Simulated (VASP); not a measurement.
# CdS (P6_3/mmc) in VASP: further runs, part 2 of 2

VASP 6.6.1. The steps go on from the part before.

### Step 3. Single point, PBE

File INCAR:

```
ALGO     = Normal         # electronic algorithm
EDIFF    = 1E-6           # SCF threshold, eV
ENCUT    = 500            # plane-wave cutoff, eV
GGA      = PE             # functional
GGA_COMPAT= F            
ISIF     = 2              # what is computed and relaxed
ISMEAR   = 0              # smearing method
LASPH    = T              # aspherical terms in the spheres
LCHARG   = F              # write CHGCAR
LREAL    = F              # projectors in reciprocal space
LWAVE    = F              # write WAVECAR
NBANDS   = 26             # bands
NELM     = 120            # most SCF steps
PREC     = Accurate       # precision mode
SIGMA    = 0.01           # smearing width, eV
```

File KPOINTS:

```
k-points
0
Gamma
  6 6 4
```

File POSCAR:

```
CdS
1.0
    4.4085296518      0.0000000000      0.0000000000
   -2.2042648259      3.8178986718      0.0000000000
    0.0000000000      0.0000000000      5.7481182114
Cd S
2 2
Direct
    0.3333333333      0.6666666667      0.2500000000
    0.6666666667      0.3333333333      0.7500000000
    0.6666666667      0.3333333333      0.2500000000
    0.3333333333      0.6666666667      0.7500000000
```

Potentials or basis: VASP PAW PBE potentials, release 64 (Cd, S).

Launch:

```bash
cat potpaw_PBE.64/Cd/POTCAR potpaw_PBE.64/S/POTCAR > POTCAR
mpirun -np 1 vasp_std > vasp.out
```

OUTCAR:

```text
EDIFF = 1E-6
   ENCUT = 500
   GGA = PE
   ISIF = 2
   ISMEAR = 0
   LASPH = T
   LREAL = F
   NELM = 120
   PREC = Accurate

 ion  position               nearest neighbor table
   1  0.333  0.667  0.250-   3 2.55   3 2.55   3 2.55   4 2.87   4 2.87
   2  0.667  0.333  0.750-   4 2.55   4 2.55   4 2.55   3 2.87   3 2.87
   3  0.667  0.333  0.250-   1 2.55   1 2.55   1 2.55   2 2.87   2 2.87
   4  0.333  0.667  0.750-   2 2.55   2 2.55   2 2.55   1 2.87   1 2.87

  LATTYP: Found a hexagonal cell.
 ALAT       =     4.4085296518
 C/A-ratio  =     1.3038628898

  Lattice vectors:

 A1 = (   4.4085296518,   0.0000000000,   0.0000000000)
 A2 = (  -2.2042648259,   3.8178986718,   0.0000000000)
 A3 = (   0.0000000000,   0.0000000000,   5.7481182114)

Analysis of symmetry for initial positions (statically):
=====================================================================
 Subroutine PRICEL returns:
 Original cell was already a primitive cell.

 Routine SETGRP: Setting up the symmetry group for a
 hexagonal supercell.

 Subroutine GETGRP returns: Found 24 space group operations
 (whereof 12 operations were pure point group operations)
 out of a pool of 24 trial point group operations.

The static configuration has the point symmetry D_3d.
 The point group associated with its full space group is D_6h.

Analysis of symmetry for dynamics (positions and initial velocities):
=====================================================================
 Subroutine PRICEL returns:
 Original cell was already a primitive cell.

 Routine SETGRP: Setting up the symmetry group for a
 hexagonal supercell.

 Subroutine GETGRP returns: Found 24 space group operations
 (whereof 12 operations were pure point group operations)
 out of a pool of 24 trial point group operations.

The dynamic configuration has the point symmetry D_3d.
 The point group associated with its full space group is D_6h.

 Subroutine INISYM returns: Found 24 space group operations
 (whereof 12 operations are pure point group operations),
 and found     1 'primitive' translations

----------------------------------------------------------------------------------------

                                     Primitive cell

  volume of cell :      96.7484

  direct lattice vectors                    reciprocal lattice vectors
     4.408529652  0.000000000  0.000000000     0.226832999  0.130962093  0.000000000
    -2.204264826  3.817898672  0.000000000     0.000000000  0.261924186  0.000000000
     0.000000000  0.000000000  5.748118211     0.000000000  0.000000000  0.173969978

  length of vectors
     4.408529652  4.408529652  5.748118211     0.261924186  0.261924186  0.173969978

  position of ions in fractional coordinates (direct lattice)
     0.333333333  0.666666667  0.250000000
     0.666666667  0.333333333  0.750000000
     0.666666667  0.333333333  0.250000000
     0.333333333  0.666666667  0.750000000

  ion indices of the primitive-cell ions
   primitive index   ion index
                 1           1
                 2           2
                 3           3
                 4           4

----------------------------------------------------------------------------------------

 KPOINTS: k-points

Automatic generation of k-mesh.
 Grid dimensions read from file:
 generate k-points for:    6    6    4

 Generating k-lattice:

  Cartesian coordinates                     Fractional coordinates (reciprocal lattice)
     0.037805500  0.021827015  0.000000000     0.166666667  0.000000000  0.000000000
     0.000000000  0.043654031  0.000000000     0.000000000  0.166666667  0.000000000
     0.000000000  0.000000000  0.043492495     0.000000000  0.000000000  0.250000000

  Length of vectors
     0.043654031  0.043654031  0.043492495

  Shift w.r.t. Gamma in fractional coordinates (k-lattice)
     0.000000000  0.000000000  0.000000000

 Subroutine IBZKPT returns following result:
 ===========================================

 Found     21 irreducible k-points:

 Following reciprocal coordinates:
            Coordinates               Weight
  0.000000  0.000000  0.000000      1.000000
  0.166667 -0.000000  0.000000      6.000000
  0.333333  0.000000  0.000000      6.000000
  0.500000  0.000000  0.000000      3.000000
  0.166667  0.166667  0.000000      6.000000
  0.333333  0.166667  0.000000     12.000000
[... 13 lines left out ...]
  0.333333  0.166667  0.500000     12.000000
  0.333333  0.333333  0.500000      2.000000
   k-points           NKPTS =     21   k-points in BZ     NKDIM =     21   number of bands    NBANDS=     26
   number of dos      NEDOS =    301   number of ions     NIONS =      4
   total plane-waves  NPLWV =  43008
   dimension x,y,z NGX =    32 NGY =   32 NGZ =   42
   dimension x,y,z NGXF=    64 NGYF=   64 NGZF=   84
   ions per type =               2   2
   NGX,Y,Z   is equivalent  to a cutoff of  12.07, 12.07, 12.15 a.u.
   NGXF,Y,Z  is equivalent  to a cutoff of  24.13, 24.13, 24.29 a.u.
 SYSTEM =  unknown system
   PREC   = accura    normal or accurate (medium, high low for compatibility)
   ISTART =      0    job   : 0-new  1-cont  2-samecut
   ICHARG =      2    charge: 1-file 2-atom 10-const
   ISPIN  =      1    spin polarized calculation?
   LNONCOLLINEAR =      F non collinear calculations
   LSORBIT =      F    spin-orbit coupling
   LASPH  =      T    aspherical Exc in radial PAW
   ENCUT  =  500.0 eV  36.75 Ry    6.06 a.u.   8.04  8.04 10.48*2*pi/ulx,y,z
   NELM   =    120;   NELMIN=  2; NELMDL= -5     # of ELM steps
   EDIFF  = 0.1E-05   stopping-criterion for ELM
   LREAL  =      F    real-space projection
   EDIFFG = 0.1E-04   stopping-criterion for IOM
   NSW    =      0    number of steps for IOM
   IBRION =     -1    ionic relax: 0-MD 1-quasi-New 2-CG
   NFREE  =      0    steps in history (QN), initial steepest desc. (CG)
   ISIF   =      2    stress and relaxation
   ISYM   =      2    0-nonsym 1-usesym 2-fastsym
   POTIM  = 0.5000    time-step for ionic-motion
   TEBEG  =    0.0;   TEEND  =   0.0 temperature during run
   PSTRESS=    0.0 pullay stress
   NELECT =      36.0000    total number of electrons
   NUPDOWN=      -1.0000    fix difference up-down
   EMIN   =  10.00;   EMAX   =-10.00  energy-range for DOS
   EFERMI =   0.00;   METHOD = LEGACY
   ISMEAR =     0;   SIGMA  =   0.01  broadening in eV -4-tet -1-fermi 0-gaus
   EFERMI_NEDOS =   21; number of points for ismear=-14 and -15
   IALGO  =     38    algorithm
   IMIX   =      4    mixing-type and parameters
     AMIX     =   0.40;   BMIX     =  1.00
     AMIX_MAG =   1.60;   BMIX_MAG =  1.00
  volume/ion in A,a.u.               =      24.19       163.22
  Fermi-wavevector in a.u.,A,eV,Ry     =   1.177500  2.225153 18.864574  1.386507
  Thomas-Fermi vector in A             =   2.313846
   LORBIT       =      0    0 simple, 1 ext, 2 COOP (PROOUT), +10 PAW based schemes
   GGA     = PE    functional components
   LHFCALC =     F    Hartree Fock is set to
   AEXX    =    0.0000 exact exchange contribution
   IVDW    =     0    specifies the selected vdW correction
   LEPSILON=     F    determine dielectric tensor
   LRPA    =     F    only Hartree local field effects (RPA)
 non-spin polarized calculation
 Gauss-broadening in eV      SIGMA  =   0.01
  energy-cutoff  :      500.00
  volume of cell :       96.75
 maximum number of plane-waves:      2502
   NGX = 17   NGY = 17   NGZ = 21

 number of electron      35.9999998 magnetization

 Free energy of the ion-electron system (eV)
  ---------------------------------------------------
  ext. energy  EPLUGINS =         0.00000000
  ---------------------------------------------------
  free energy    TOTEN  =       -11.91864398 eV

  energy without entropy =      -11.91864398  energy(sigma->0) =      -11.91864398

 E-fermi :   1.6406     XC(G=0):  -9.2933

 val. band max:        1.5737734085   @ k =   0.3333   0.3333   0.5000
 cond. band min:       2.5635157483   @ k =   0.0000   0.0000   0.0000
 fundamental gap:      0.9897423399
 Fermi energy:         1.6405908997

 k-point     1 :       0.0000    0.0000    0.0000
  band No.  band energies     occupation
      1     -10.8508      2.00000
      2     -10.1562      2.00000
      3      -6.2310      2.00000
      4      -6.2310      2.00000
      5      -6.2180      2.00000
      6      -6.2180      2.00000
[... 598 lines left out ...]
     25       9.3699      0.00000
     26       9.3699      0.00000

------------------------ aborting loop because EDIFF is reached ----------------------------------------

  FORCE on cell =-STRESS in cart. coord.  units (eV):
  Direction    XX          YY          ZZ          XY          YZ          ZX
  --------------------------------------------------------------------------------------
  -------------------------------------------------------------------------------------
  Total        1.0994833      1.0994833      1.0293265      0.0000000      0.0000000      0.0000000
  in kB       18.2077109     18.2077109     17.0458975      0.0000000      0.0000000      0.0000000
  external PRESSURE =      17.8204398 kB  Pullay stress =       0.0000000 kB

 VOLUME and BASIS-vectors are now :
 -----------------------------------------------------------------------------
  energy-cutoff  :      500.00
  volume of cell :       96.75
      direct lattice vectors                 reciprocal lattice vectors
     4.408529652  0.000000000  0.000000000     0.226832999  0.130962093  0.000000000
    -2.204264826  3.817898672  0.000000000     0.000000000  0.261924186  0.000000000
     0.000000000  0.000000000  5.748118211     0.000000000  0.000000000  0.173969978

 POSITION                                       TOTAL-FORCE (eV/Angst)
 -----------------------------------------------------------------------------------
     -0.00000      2.54527      1.43703         0.000000      0.000000     -0.000000
      2.20426      1.27263      4.31109        -0.000000      0.000000      0.000000
      2.20426      1.27263      1.43703        -0.000000     -0.000000      0.000000
     -0.00000      2.54527      4.31109         0.000000      0.000000      0.000000
 -----------------------------------------------------------------------------------
    total drift:                               -0.000000      0.000000      0.000000

  FREE ENERGIE OF THE ION-ELECTRON SYSTEM (eV)
  ---------------------------------------------------
  free  energy   TOTEN  =       -11.9186439824 eV

  energy  without entropy=      -11.9186439824  energy(sigma->0) =      -11.91864398
```

Wall time 54 s (1 thread of Intel Xeon Platinum 8259CL at 2.50GHz (Skylake/Cascade Lake), shared host); peak memory 0.21 GiB.

What came out:

```
Free energy            : -11.9186 eV
Pressure               : 1.8 GPa
Band gap on the k mesh : 0.99 eV, indirect (least direct gap 1.26 eV)
```

Stress tensor (GPa, compression positive):
```
1.82 0.00 0.00
0.00 1.82 0.00
0.00 0.00 1.70
```
